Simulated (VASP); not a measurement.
The system is SnSe.

```
CELL_PARAMETERS angstrom
5.07478 0.00000 0.00000
-2.53739 4.39489 0.00000
0.00000 0.00000 6.17368
ATOMIC_POSITIONS crystal
Sn 0.33333 0.66667 0.96086
Sn 0.66667 0.33333 0.46086
Se 0.33333 0.66667 0.41414
Se 0.66667 0.33333 0.91414
```

Base run:

* Program: VASP 6.6.1
* Functional: r2SCAN
* Potentials or basis: VASP PAW PBE potentials, release 64 (Sn_d, Se)
* Cutoff: 520 eV
* k mesh: 6 × 6 × 4
* Occupations: gaussian, width 0.01 eV
* Spin: no spin polarisation

Its results: band gap on the k mesh 1.00 eV (least direct gap 1.03 eV); pressure 0.0 GPa; largest force 0.008 eV/Å.

Question: The run is repeated on the same cell with these changes: functional from r2SCAN to PBE. What comes out?

Answer: Band gap on the k mesh 0.88 eV; pressure 0.9 GPa; largest force 0.112 eV/Å.

Caveats: spin-orbit coupling is left out, which moves the levels of the heavy elements; the PAW data sets were made with another functional, which shifts forces and pressure a little (at least some runs).

A k mesh can miss the band edges.
